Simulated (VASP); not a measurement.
# TiO2 (P4_2/mnm) in VASP: notebook

Runs on TiO2. Level: PBE+U. Tasks: single point.

Program: VASP 6.6.1. These are calculated values, not measurements. Logs are shortened: lines on timing, memory, paths and dates and some standing lists are left out, and cuts for length are marked.

## (1) The cell of the first run

It takes space group P4_2/mnm (No. 136, tetragonal). Conventional cell: a = 4.600 Å, b = 4.600 Å, c = 2.959 Å, α = 90.00°, β = 90.00°, γ = 90.00°. Within 2.6 Å of Ti (site symmetry mmm) lie 6 O at 1.95 to 1.98 Å. O (site symmetry m2m) has 3 Ti at 1.95 to 1.98 Å and 1 O at 2.55 Å within 2.6 Å.

## (2) Single point, PBE+U

The input, INCAR:

```
PREC = Accurate
ENCUT = 520
EDIFF = 1E-6
ISMEAR = -1
SIGMA = 0.05
LREAL = False
LASPH = True
NELM = 150
ALGO = Normal
ISIF = 2
LWAVE = False
LCHARG = False
LMAXMIX = 4
LDAU = True
LDAUTYPE = 2
LDAUL = 2 -1
LDAUU = 2 0
LDAUJ = 0 0
LDAUPRINT = 1
GGA = PE
NBANDS = 33
```

The input, KPOINTS:

```
regular mesh
0
Gamma
  6 6 9
```

The input, POSCAR:

```
TiO2
1.0
    4.5998373239      0.0000000000      0.0000000000
    0.0000000000      4.5998373239      0.0000000000
    0.0000000000      0.0000000000      2.9592135600
Ti O
2 4
Direct
    0.0000000000      0.0000000000      0.5000000000
    0.5000000000      0.5000000000      0.0000000000
    0.3043213200      0.3043213200      0.5000000000
    0.1956786800      0.8043213200      0.0000000000
    0.8043213200      0.1956786800      0.0000000000
    0.6956786800      0.6956786800      0.5000000000
```

Potentials or basis: VASP PAW PBE potentials, release 64 (Ti_sv, O).

The run is started by

```console
$ cat potpaw_PBE.64/Ti_sv/POTCAR potpaw_PBE.64/O/POTCAR > POTCAR
$ mpirun -np 1 vasp_std > vasp.out
```

OUTCAR:

```text
PREC = Accurate
   ENCUT = 520
   EDIFF = 1E-6
   ISMEAR = -1
   LREAL = False
   LASPH = True
   NELM = 150
   ISIF = 2
   GGA = PE

 ion  position               nearest neighbor table
   1  0.000  0.000  0.500-   4 1.95   5 1.95   4 1.95   5 1.95   3 1.98   6 1.98
   2  0.500  0.500  0.000-   3 1.95   6 1.95   3 1.95   6 1.95   5 1.98   4 1.98
   3  0.304  0.304  0.500-   2 1.95   2 1.95   1 1.98
   4  0.196  0.804  0.000-   1 1.95   1 1.95   2 1.98
   5  0.804  0.196  0.000-   1 1.95   1 1.95   2 1.98
   6  0.696  0.696  0.500-   2 1.95   2 1.95   1 1.98

  LATTYP: Found a simple tetragonal cell.
 ALAT       =     4.5998373239
 C/A-ratio  =     0.6433300466

  Lattice vectors:

 A1 = (   4.5998373239,   0.0000000000,   0.0000000000)
 A2 = (   0.0000000000,   4.5998373239,   0.0000000000)
 A3 = (   0.0000000000,   0.0000000000,   2.9592135600)

Analysis of symmetry for initial positions (statically):
=====================================================================
 Subroutine PRICEL returns:
 Original cell was already a primitive cell.

 Routine SETGRP: Setting up the symmetry group for a
 simple tetragonal supercell.

 Subroutine GETGRP returns: Found 16 space group operations
 (whereof  8 operations were pure point group operations)
 out of a pool of 16 trial point group operations.

The static configuration has the point symmetry D_2h.
 The point group associated with its full space group is D_4h.

Analysis of symmetry for dynamics (positions and initial velocities):
=====================================================================
 Subroutine PRICEL returns:
 Original cell was already a primitive cell.

 Routine SETGRP: Setting up the symmetry group for a
 simple tetragonal supercell.

 Subroutine GETGRP returns: Found 16 space group operations
 (whereof  8 operations were pure point group operations)
 out of a pool of 16 trial point group operations.

The dynamic configuration has the point symmetry D_2h.
 The point group associated with its full space group is D_4h.

 Subroutine INISYM returns: Found 16 space group operations
 (whereof  8 operations are pure point group operations),
 and found     1 'primitive' translations

----------------------------------------------------------------------------------------

                                     Primitive cell

  volume of cell :      62.6125

  direct lattice vectors                    reciprocal lattice vectors
     4.599837324  0.000000000  0.000000000     0.217398993  0.000000000  0.000000000
     0.000000000  4.599837324  0.000000000     0.000000000  0.217398993  0.000000000
     0.000000000  0.000000000  2.959213560     0.000000000  0.000000000  0.337927622

  length of vectors
     4.599837324  4.599837324  2.959213560     0.217398993  0.217398993  0.337927622

  position of ions in fractional coordinates (direct lattice)
     0.000000000  0.000000000  0.500000000
     0.500000000  0.500000000  0.000000000
     0.304321320  0.304321320  0.500000000
     0.195678680  0.804321320  0.000000000
     0.804321320  0.195678680  0.000000000
     0.695678680  0.695678680  0.500000000

  ion indices of the primitive-cell ions
   primitive index   ion index
                 1           1
                 2           2
                 3           3
                 4           4
                 5           5
                 6           6

----------------------------------------------------------------------------------------

[... 100 lines left out ...]
   AEXX    =    0.0000 exact exchange contribution
   IVDW    =     0    specifies the selected vdW correction
   LEPSILON=     F    determine dielectric tensor
   LRPA    =     F    only Hartree local field effects (RPA)
 non-spin polarized calculation
  energy-cutoff  :      520.00
  volume of cell :       62.61
 maximum number of plane-waves:      1720
 NGX is ok and might be reduce to    36
   NGX = 17   NGY = 17   NGZ = 11

atom =   1  type =  1  l = 2

 onsite density matrix

spin component  1

  0.2021  0.0000 -0.0733  0.0000  0.0000
  0.0000  0.1920  0.0000 -0.0834  0.0000
 -0.0733  0.0000  0.1382  0.0000  0.0000
  0.0000 -0.0834  0.0000  0.1920  0.0000
  0.0000  0.0000  0.0000  0.0000  0.1107

spin component  2

  0.2021  0.0000 -0.0733  0.0000  0.0000
  0.0000  0.1920  0.0000 -0.0834  0.0000
 -0.0733  0.0000  0.1382  0.0000  0.0000
  0.0000 -0.0834  0.0000  0.1920  0.0000
  0.0000  0.0000  0.0000  0.0000  0.1107

 occupancies and eigenvectors

  o =  0.0902  v = -0.5479  0.0000 -0.8365  0.0000  0.0000  0.0000  0.0000  0.0000  0.0000  0.0000      0.0000  0.0000  0.0000  0.0000  0.0000  0.0000  0.0000  0.0000  0.0000  0.0000
  o =  0.0902  v =  0.0000  0.0000  0.0000  0.0000  0.0000 -0.5479  0.0000 -0.8365  0.0000  0.0000      0.0000  0.0000  0.0000  0.0000  0.0000  0.0000  0.0000  0.0000  0.0000  0.0000
  o =  0.1086  v = -0.0000 -0.7071 -0.0000 -0.7071  0.0000  0.0000  0.0000  0.0000  0.0000  0.0000      0.0000  0.0000  0.0000  0.0000  0.0000  0.0000  0.0000  0.0000  0.0000  0.0000
  o =  0.1086  v =  0.0000  0.0000  0.0000  0.0000  0.0000 -0.0000 -0.7071 -0.0000 -0.7071  0.0000      0.0000  0.0000  0.0000  0.0000  0.0000  0.0000  0.0000  0.0000  0.0000  0.0000
  o =  0.1107  v =  0.0000  0.0000  0.0000  0.0000  0.0000 -0.0000 -0.0000 -0.0000 -0.0000 -1.0000      0.0000  0.0000  0.0000  0.0000  0.0000  0.0000  0.0000  0.0000  0.0000  0.0000
  o =  0.1107  v = -0.0000 -0.0000 -0.0000 -0.0000 -1.0000  0.0000  0.0000  0.0000  0.0000  0.0000      0.0000  0.0000  0.0000  0.0000  0.0000  0.0000  0.0000  0.0000  0.0000  0.0000
  o =  0.2501  v = -0.8365 -0.0000  0.5479  0.0000  0.0000  0.0000  0.0000  0.0000  0.0000  0.0000      0.0000  0.0000  0.0000  0.0000  0.0000  0.0000  0.0000  0.0000  0.0000  0.0000
  o =  0.2501  v =  0.0000  0.0000  0.0000  0.0000  0.0000 -0.8365 -0.0000  0.5479  0.0000  0.0000      0.0000  0.0000  0.0000  0.0000  0.0000  0.0000  0.0000  0.0000  0.0000  0.0000
  o =  0.2753  v =  0.0000 -0.7071 -0.0000  0.7071 -0.0000  0.0000  0.0000  0.0000  0.0000  0.0000      0.0000  0.0000  0.0000  0.0000  0.0000  0.0000  0.0000  0.0000  0.0000  0.0000
  o =  0.2753  v =  0.0000  0.0000  0.0000  0.0000  0.0000  0.0000 -0.7071 -0.0000  0.7071 -0.0000      0.0000  0.0000  0.0000  0.0000  0.0000  0.0000  0.0000  0.0000  0.0000  0.0000

atom =   2  type =  1  l = 2

 onsite density matrix

spin component  1

  0.2021  0.0000  0.0733  0.0000 -0.0000
  0.0000  0.1920  0.0000  0.0834  0.0000
  0.0733  0.0000  0.1382  0.0000 -0.0000
  0.0000  0.0834  0.0000  0.1920  0.0000
 -0.0000  0.0000 -0.0000  0.0000  0.1107

spin component  2

  0.2021  0.0000  0.0733  0.0000 -0.0000
  0.0000  0.1920  0.0000  0.0834  0.0000
  0.0733  0.0000  0.1382  0.0000 -0.0000
  0.0000  0.0834  0.0000  0.1920  0.0000
 -0.0000  0.0000 -0.0000  0.0000  0.1107

 occupancies and eigenvectors

  o =  0.0902  v = -0.5479  0.0000  0.8365  0.0000  0.0000  0.0000  0.0000  0.0000  0.0000  0.0000      0.0000  0.0000  0.0000  0.0000  0.0000  0.0000  0.0000  0.0000  0.0000  0.0000
  o =  0.0902  v =  0.0000  0.0000  0.0000  0.0000  0.0000 -0.5479  0.0000  0.8365  0.0000  0.0000      0.0000  0.0000  0.0000  0.0000  0.0000  0.0000  0.0000  0.0000  0.0000  0.0000
  o =  0.1086  v =  0.0000  0.7071  0.0000 -0.7071 -0.0000  0.0000  0.0000  0.0000  0.0000  0.0000      0.0000  0.0000  0.0000  0.0000  0.0000  0.0000  0.0000  0.0000  0.0000  0.0000
  o =  0.1086  v =  0.0000  0.0000  0.0000  0.0000  0.0000  0.0000  0.7071  0.0000 -0.7071 -0.0000      0.0000  0.0000  0.0000  0.0000  0.0000  0.0000  0.0000  0.0000  0.0000  0.0000
  o =  0.1107  v = -0.0000 -0.0000  0.0000  0.0000 -1.0000  0.0000  0.0000  0.0000  0.0000  0.0000      0.0000  0.0000  0.0000  0.0000  0.0000  0.0000  0.0000  0.0000  0.0000  0.0000
  o =  0.1107  v =  0.0000  0.0000  0.0000  0.0000  0.0000 -0.0000 -0.0000  0.0000  0.0000 -1.0000      0.0000  0.0000  0.0000  0.0000  0.0000  0.0000  0.0000  0.0000  0.0000  0.0000
  o =  0.2501  v = -0.8365  0.0000 -0.5479  0.0000  0.0000  0.0000  0.0000  0.0000  0.0000  0.0000      0.0000  0.0000  0.0000  0.0000  0.0000  0.0000  0.0000  0.0000  0.0000  0.0000
  o =  0.2501  v =  0.0000  0.0000  0.0000  0.0000  0.0000 -0.8365  0.0000 -0.5479  0.0000  0.0000      0.0000  0.0000  0.0000  0.0000  0.0000  0.0000  0.0000  0.0000  0.0000  0.0000
  o =  0.2753  v =  0.0000  0.0000  0.0000  0.0000  0.0000  0.0000  0.7071  0.0000  0.7071 -0.0000      0.0000  0.0000  0.0000  0.0000  0.0000  0.0000  0.0000  0.0000  0.0000  0.0000
  o =  0.2753  v =  0.0000  0.7071  0.0000  0.7071 -0.0000  0.0000  0.0000  0.0000  0.0000  0.0000      0.0000  0.0000  0.0000  0.0000  0.0000  0.0000  0.0000  0.0000  0.0000  0.0000

 number of electron      48.0000021 magnetization

 Free energy of the ion-electron system (eV)
  ---------------------------------------------------
  ext. energy  EPLUGINS =         0.00000000
  ---------------------------------------------------
  free energy    TOTEN  =       -50.94093197 eV

  energy without entropy =      -50.94093197  energy(sigma->0) =      -50.94093197

 E-fermi :   6.0033     XC(G=0): -11.4038

 val. band max:        4.9826003673   @ k =   0.0000   0.0000   0.0000
 cond. band min:       7.0690625775   @ k =   0.0000   0.0000   0.0000
 fundamental gap:      2.0864622102
 Fermi energy:         6.0033455421

 k-point     1 :       0.0000    0.0000    0.0000
  band No.  band energies     occupation
      1     -52.4815      2.00000
      2     -52.4653      2.00000
      3     -28.7578      2.00000
      4     -28.7578      2.00000
      5     -28.6030      2.00000
      6     -28.6030      2.00000
[... 853 lines left out ...]
     32      10.1408      0.00000
     33      11.4715      0.00000

 [... further k-points ...]
[... 5 lines left out ...]
  --------------------------------------------------------------------------------------
  -------------------------------------------------------------------------------------
  Total        3.1042965      3.1042965      3.8928215      0.0000000      0.0000000      0.0000000
  in kB       79.4351152     79.4351152     99.6124943      0.0000000      0.0000000      0.0000000
  external PRESSURE =      86.1609082 kB  Pullay stress =       0.0000000 kB

 VOLUME and BASIS-vectors are now :
 -----------------------------------------------------------------------------
  energy-cutoff  :      520.00
  volume of cell :       62.61
      direct lattice vectors                 reciprocal lattice vectors
     4.599837324  0.000000000  0.000000000     0.217398993  0.000000000  0.000000000
     0.000000000  4.599837324  0.000000000     0.000000000  0.217398993  0.000000000
     0.000000000  0.000000000  2.959213560     0.000000000  0.000000000  0.337927622

 POSITION                                       TOTAL-FORCE (eV/Angst)
 -----------------------------------------------------------------------------------
      0.00000      0.00000      1.47961         0.000000      0.000000      0.000000
      2.29992      2.29992      0.00000         0.000000      0.000000      0.000000
      1.39983      1.39983      1.47961        -0.054742     -0.054742      0.000000
      0.90009      3.69975      0.00000         0.054742     -0.054742      0.000000
      3.69975      0.90009      0.00000        -0.054742      0.054742      0.000000
      3.20001      3.20001      1.47961         0.054742      0.054742     -0.000000
 -----------------------------------------------------------------------------------
    total drift:                                0.000000      0.000000      0.000000

  FREE ENERGIE OF THE ION-ELECTRON SYSTEM (eV)
  ---------------------------------------------------
  free  energy   TOTEN  =       -50.9409319714 eV

  energy  without entropy=      -50.9409319714  energy(sigma->0) =      -50.94093197
```

It took 82 s on 1 thread of Intel Xeon 6975P-C, shared host; peak memory 0.22 GiB.

Results:

* Free energy: -50.9409 eV
* Pressure: 8.6 GPa
* Largest force: 0.077 eV/Å
* Band gap on the k mesh: 2.09 eV, direct

Forces in eV/Å, atoms in the order of the input:
```
Ti   0.000  0.000  0.000
Ti   0.000  0.000  0.000
O   -0.055 -0.055  0.000
O    0.055 -0.055  0.000
O   -0.055  0.055  0.000
O    0.055  0.055  0.000
```

Levels at points of the mesh, in eV from the valence-band top:
| k point | band 22 | band 23 | band 24 | band 25 | band 26 | band 27 |
| --- | --- | --- | --- | --- | --- | --- |
| (0.00, 0.00, 0.00) | -0.49 | -0.49 | 0.00 | 2.09 | 2.33 | 2.63 |
| (0.50, 0.00, 0.00) | -1.68 | -0.76 | -0.76 | 2.72 | 2.72 | 3.25 |
| (0.50, 0.50, 0.00) | -1.37 | -1.13 | -1.13 | 2.10 | 2.10 | 2.74 |

Eigenvalues of the final occupation matrices:
```
    site  spin  trace               eigenvalues
site 1 d     1   0.83  0.09 0.11 0.11 0.25 0.28
site 1 d     2   0.83  0.09 0.11 0.11 0.25 0.28
site 2 d     1   0.83  0.09 0.11 0.11 0.25 0.28
site 2 d     2   0.83  0.09 0.11 0.11 0.25 0.28
```

[end of part 1 of 2]
